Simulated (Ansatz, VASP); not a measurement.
**BP2: VASP beside Ansatz**

```
B P
1.0
     0.00000    2.65107    2.65107
     2.65107    0.00000    2.65107
     2.65107    2.65107    0.00000
B P
1 2
Direct
  0.00000 0.00000 0.00000
  0.25000 0.25000 0.25000
  0.75000 0.75000 0.75000
```

Alike in both runs: task relaxation of cell and atoms; functional PBE; k mesh 16 × 16 × 16; occupations gaussian, width 0.1 eV; no spin polarisation.

```csv
,VASP,Ansatz
version,VASP 6.6.1,Ansatz 0.2.0
potentials or method,"VASP PAW PBE potentials, release 64 (B, P), cutoff 600 eV","scalar-relativistic, plane waves, PAW"
valence electrons in the cell,13,13
```

|  | VASP | Ansatz | Ansatz less VASP |
| --- | --- | --- | --- |
| gap on the k mesh at the Fermi level, each at its own relaxed structure (eV) | none | none | - |
| relaxed volume (Å³/atom) | 12.25 | 12.27 | +0.019 |
| relaxed length of the cell vector where the two differ most in proportion (Å) | 3.732 | 3.734 | +0.0019 |

A gap of «none» marks a metal or a gap that the smearing closes.
